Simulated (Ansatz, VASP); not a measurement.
## Sn in VASP and in Ansatz

```xyz
2
Lattice="-2.9730 2.9730 1.6069 2.9730 -2.9730 1.6069 2.9730 2.9730 -1.6069" Properties=species:S:1:pos:R:3 pbc="T T T"
Sn    0.0000    0.0000    0.0000
Sn    0.0000    2.9730    0.8034
```

Alike in both runs: task relaxation of cell and atoms; functional PBE; k mesh 16 × 16 × 16; occupations fermi-dirac, width 0.15 eV; no spin polarisation.

```csv
,VASP,Ansatz
version,VASP 6.6.1,Ansatz 0.2.0
potentials or method,"VASP PAW PBE potentials, release 64 (Sn_d), cutoff 600 eV","scalar-relativistic, plane waves, PAW"
valence electrons in the cell,28,28
```

|  | VASP | Ansatz | Ansatz less VASP |
| --- | --- | --- | --- |
| gap on the k mesh at the Fermi level, each at its own relaxed structure (eV) | none | none | - |
| relaxed volume (Å³/atom) | 28.47 | 28.48 | +0.006 |
| relaxed cell length with the largest relative difference (Å) | 4.506 | 4.507 | +0.0002 |

A gap of «none» marks a metal or a gap that the smearing closes.
